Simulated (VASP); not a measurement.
# Sr3Sc (I4/mmm) in VASP: notebook, part 2 of 2

VASP 6.6.1. The steps go on from the part before.

## 3. Single point, r2SCAN

POSCAR reads:

```
Sr3Sc
1.0
   -2.7813170000      2.7813170000      5.7867300000
    2.7813170000     -2.7813170000      5.7867300000
    2.7813170000      2.7813170000     -5.7867300000
Sr Sc
3 1
Direct
    0.5000000000      0.5000000000      0.0000000000
    0.2500000000      0.7500000000      0.5000000000
    0.7500000000      0.2500000000      0.5000000000
    0.0000000000      0.0000000000      0.0000000000
```

INCAR.step1 reads:

```
SYSTEM = Sr3Sc
ALGO = Normal
EDIFF = 1E-4
ENCUT = 520
GGA = PE
ISMEAR = -1
LASPH = .TRUE.
LCHARG = .FALSE.
LREAL = .FALSE.
LWAVE = .TRUE.
NBANDS = 28
NELM = 60
PREC = Accurate
SIGMA = 0.05
```

INCAR.step2 reads:

```
SYSTEM = Sr3Sc
ALGO = Normal
EDIFF = 1E-6
ENCUT = 520
ISIF = 2
ISMEAR = -1
ISTART = 1
LASPH = .TRUE.
LCHARG = .FALSE.
LMIXTAU = .TRUE.
LREAL = .FALSE.
LWAVE = .FALSE.
METAGGA = R2SCAN
NBANDS = 28
NELM = 60
PREC = Accurate
SIGMA = 0.05
```

KPOINTS reads:

```
k-points
0
G
  8 8 8
  0 0 0
```

Potentials or basis: VASP PAW PBE potentials, release 64 (Sr_sv, Sc_sv).

Command:

```
> cat potpaw_PBE.64/Sr_sv/POTCAR potpaw_PBE.64/Sc_sv/POTCAR > POTCAR
> cp INCAR.step1 INCAR
> mpirun -np 1 vasp_std > vasp.out
> cp INCAR.step2 INCAR
> mpirun -np 1 vasp_std > vasp.out
```

OUTCAR:

```text
SYSTEM = Sr3Sc
   EDIFF = 1E-6
   ENCUT = 520
   ISIF = 2
   ISMEAR = -1
   ISTART = 1
   LASPH = .TRUE.
   LREAL = .FALSE.
   METAGGA = R2SCAN
   NELM = 60
   PREC = Accurate

 ion  position               nearest neighbor table
   1  0.500  0.500  0.000-   4 3.93   4 3.93   4 3.93   4 3.93   3 4.01   2 4.01   3 4.01   2 4.01
                             2 4.01   2 4.01   3 4.01   3 4.01
   2  0.250  0.750  0.500-   3 3.93   3 3.93   3 3.93   3 3.93   4 4.01   1 4.01   4 4.01   1 4.01
                             4 4.01   4 4.01   1 4.01   1 4.01
   3  0.750  0.250  0.500-   2 3.93   2 3.93   2 3.93   2 3.93   4 4.01   1 4.01   4 4.01   1 4.01
                             1 4.01   1 4.01   4 4.01   4 4.01
   4  0.000  0.000  0.000-   1 3.93   1 3.93   1 3.93   1 3.93   3 4.01   2 4.01   3 4.01   2 4.01
                             3 4.01   3 4.01   2 4.01   2 4.01

  LATTYP: Found a body centered tetragonal cell.
 ALAT       =     5.5626340000
 C/A-ratio  =     2.0805719017

  Lattice vectors:

 A1 = (  -2.7813170000,   2.7813170000,   5.7867300000)
 A2 = (   2.7813170000,  -2.7813170000,   5.7867300000)
 A3 = (   2.7813170000,   2.7813170000,  -5.7867300000)

Analysis of symmetry for initial positions (statically):
=====================================================================
 Subroutine PRICEL returns:
[... 179 lines left out ...]
 fundamental gap:      0.0030644290
 Fermi energy:         2.0563664386

 k-point     1 :       0.0000    0.0000    0.0000
  band No.  band energies     occupation
      1     -50.9870      2.00000
      2     -35.5438      2.00000
      3     -35.5070      2.00000
      4     -35.4874      2.00000
      5     -28.6094      2.00000
      6     -28.6093      2.00000
[... 733 lines left out ...]
     27       3.2247      0.00000
     28       3.8517      0.00000

 [... further k-points ...]

------------------------ aborting loop because EDIFF is reached ----------------------------------------

  FORCE on cell =-STRESS in cart. coord.  units (eV):
  Direction    XX          YY          ZZ          XY          YZ          ZX
  --------------------------------------------------------------------------------------
  -------------------------------------------------------------------------------------
  Total        0.6543419      0.6543419      0.3012146      0.0000000      0.0000000      0.0000000
  in kB        5.8549219      5.8549219      2.6952085      0.0000000      0.0000000      0.0000000
  external PRESSURE =       4.8016841 kB  Pullay stress =       0.0000000 kB

 VOLUME and BASIS-vectors are now :
 -----------------------------------------------------------------------------
  energy-cutoff  :      520.00
  volume of cell :      179.06
      direct lattice vectors                 reciprocal lattice vectors
    -2.781317000  2.781317000  5.786730000     0.000000000  0.179770950  0.086404584
     2.781317000 -2.781317000  5.786730000     0.179770950  0.000000000  0.086404584
     2.781317000  2.781317000 -5.786730000     0.179770950  0.179770950  0.000000000

 POSITION                                       TOTAL-FORCE (eV/Angst)
 -----------------------------------------------------------------------------------
      0.00000      0.00000      5.78673         0.000000      0.000000      0.000000
      2.78132     -0.00000      2.89337        -0.000000     -0.000000     -0.000000
     -0.00000      2.78132      2.89337         0.000000      0.000000      0.000000
      0.00000      0.00000      0.00000         0.000000      0.000000      0.000000
 -----------------------------------------------------------------------------------
    total drift:                                0.000000      0.000000      0.000000

  FREE ENERGIE OF THE ION-ELECTRON SYSTEM (eV)
  ---------------------------------------------------
  free  energy   TOTEN  =       -55.4194308879 eV

  energy  without entropy=      -55.3491055478  energy(sigma->0) =      -55.38426822
```

OUTCAR.step1:

```text
SYSTEM = Sr3Sc
   EDIFF = 1E-4
   ENCUT = 520
   GGA = PE
   ISMEAR = -1
   LASPH = .TRUE.
[... 977 lines left out ...]
      2.78132     -0.00000      2.89337        -0.000000     -0.000000     -0.000000
     -0.00000      2.78132      2.89337         0.000000      0.000000      0.000000
      0.00000      0.00000      0.00000         0.000000     -0.000000      0.000000
 -----------------------------------------------------------------------------------
    total drift:                                0.000000      0.000000      0.000000

  FREE ENERGIE OF THE ION-ELECTRON SYSTEM (eV)
  ---------------------------------------------------
  free  energy   TOTEN  =       -10.0249292649 eV

  energy  without entropy=       -9.9382720005  energy(sigma->0) =       -9.98160063
```

Run time: 69 min. Hardware: 1 thread of Intel Xeon 8259CL, shared host; peak memory 0.61 GiB.

What came out:

- Free energy: -55.4194 eV
- Pressure: 0.5 GPa
- Band gap on the k mesh: zero (an odd number of electrons rules out a gap without spin polarisation)

Stress tensor (GPa, compression positive):
```
0.59 0.00 0.00
0.00 0.59 0.00
0.00 0.00 0.27
```

Caveat: the PAW data sets were made with another functional, which shifts forces and pressure a little.

## 4. Single point, PBE, non-collinear spin, zero start, spin-orbit coupling

INCAR reads:

```
SYSTEM = Sr3Sc
ALGO     = Normal         ! electronic algorithm
EDIFF    = 1E-6           ! SCF threshold, eV
ENCUT    = 500            ! plane-wave cutoff, eV
GGA      = PE             ! functional
GGA_COMPAT= .FALSE.      
ISIF     = 2              ! what is computed and relaxed
ISMEAR   = 1              ! smearing method
LASPH    = .TRUE.         ! aspherical terms in the spheres
LCHARG   = .FALSE.        ! write CHGCAR
LMAXMIX  = 4              ! l up to which the mixer works
LNONCOLLINEAR= .TRUE.         ! non-collinear magnetism
LORBIT   = 11             ! projections on sites
LORBMOM  = .TRUE.       
LREAL    = .FALSE.        ! projectors in reciprocal space
LSORBIT  = .TRUE.         ! spin-orbit coupling
LWAVE    = .FALSE.        ! write WAVECAR
MAGMOM   = 0 0 0 0 0 0 0 0 0 0 0 0 ! initial moments
NBANDS   = 55             ! bands
NELM     = 200            ! most SCF steps
PREC     = Accurate       ! precision mode
SIGMA    = 0.1            ! smearing width, eV
```

KPOINTS reads:

```
k-points
0
G
  6 6 6
  0 0 0
```

POSCAR is that of step 3.

Potentials or basis: VASP PAW PBE potentials, release 64 (Sr_sv, Sc_sv).

Command:

```
> cat potpaw_PBE.64/Sr_sv/POTCAR potpaw_PBE.64/Sc_sv/POTCAR > POTCAR
> mpirun -np 1 vasp_ncl > vasp.out
```

OUTCAR:

```text
SYSTEM = Sr3Sc
   EDIFF = 1E-6
   ENCUT = 500
   GGA = PE
   ISIF = 2
   ISMEAR = 1
   LASPH = .TRUE.
   LNONCOLLINEAR = .TRUE.
   LORBIT = 11
   LREAL = .FALSE.
   LSORBIT = .TRUE.
   NELM = 200
   PREC = Accurate

 ion  position               nearest neighbor table
   1  0.500  0.500  0.000-   4 3.93   4 3.93   4 3.93   4 3.93   3 4.01   2 4.01   3 4.01   2 4.01
                             2 4.01   2 4.01   3 4.01   3 4.01
   2  0.250  0.750  0.500-   3 3.93   3 3.93   3 3.93   3 3.93   4 4.01   1 4.01   4 4.01   1 4.01
                             4 4.01   4 4.01   1 4.01   1 4.01
   3  0.750  0.250  0.500-   2 3.93   2 3.93   2 3.93   2 3.93   4 4.01   1 4.01   4 4.01   1 4.01
                             1 4.01   1 4.01   4 4.01   4 4.01
   4  0.000  0.000  0.000-   1 3.93   1 3.93   1 3.93   1 3.93   3 4.01   2 4.01   3 4.01   2 4.01
                             3 4.01   3 4.01   2 4.01   2 4.01

  LATTYP: Found a body centered tetragonal cell.
 ALAT       =     5.5626340000
[... 1706 lines left out ...]
     0.0000000     0.0000000     0.0000000     0.0000000     0.0000000     0.0000000     0.0000000

 total charge

# of ion       s       p       d       tot
------------------------------------------
    1        2.064   5.737   0.169   7.970
    2        2.063   5.739   0.172   7.974
    3        2.063   5.739   0.172   7.974
    4        2.268   6.026   0.881   9.175
--------------------------------------------------
tot          8.458  23.243   1.393  33.094

 magnetization (x)

# of ion       s       p       d       tot
------------------------------------------
    1       -0.000  -0.000   0.000  -0.000
    2        0.000   0.000  -0.000  -0.000
    3        0.000   0.000  -0.000  -0.000
    4        0.000  -0.000   0.000   0.000
--------------------------------------------------
tot          0.000  -0.000  -0.000  -0.000

 magnetization (y)

# of ion       s       p       d       tot
------------------------------------------
    1        0.000   0.000  -0.000   0.000
    2       -0.000   0.000   0.000   0.000
    3       -0.000   0.000   0.000   0.000
    4        0.000  -0.000  -0.000  -0.000
--------------------------------------------------
tot         -0.000   0.000   0.000   0.000

 magnetization (z)

# of ion       s       p       d       tot
------------------------------------------
    1        0.000   0.000  -0.000   0.000
    2        0.000   0.000   0.000   0.000
    3        0.000   0.000   0.000   0.000
    4        0.000   0.000  -0.000  -0.000
--------------------------------------------------
tot          0.000   0.000  -0.000  -0.000
```

Wall time 13 min (1 thread of Intel Xeon 6975P-C (Granite Rapids), shared host); peak memory 1.1 GiB.

Results:

| Item | Value |
| --- | --- |
| Free energy | -10.2486 eV |
| Pressure | -0.1 GPa |
| Net moment | 0.00 μB per cell |
| Valence electrons inside the program's atomic spheres | Sr 7.97; Sc 9.18 |

Moments on the atoms (μB; x, y, z):
```
Sr  0.00 0.00 0.00
Sr  0.00 0.00 0.00
Sr  0.00 0.00 0.00
Sc  0.00 0.00 0.00
```

## 5. Overview

| level | spin | k mesh | cutoff (eV) | smearing | gap on the mesh (eV) | pressure (GPa) |
| --- | --- | --- | --- | --- | --- | --- |
| r2SCAN | off | 6 × 6 × 6 | 520 | fermi-dirac 0.05 eV | none | 0.5 |
| r2SCAN | off | 8 × 8 × 8 | 520 | fermi-dirac 0.05 eV | none | 0.5 |
| PBE | non-collinear, zero start, SOC | 6 × 6 × 6 | 500 | methfessel-paxton 0.1 eV | - | -0.1 |

Alike in all rows: task single point; potentials or basis VASP PAW PBE potentials, release 64 (Sr_sv, Sc_sv); cell as given.

The pressure there spans -0.1 GPa (PBE) to 0.5 GPa (r2SCAN); a positive pressure means that this level wants a larger cell, a negative one a smaller.

Caveats: the PAW data sets were made with another functional, which shifts forces and pressure a little (at least some runs).

Absolute energies hang on the potentials; compare differences alone.
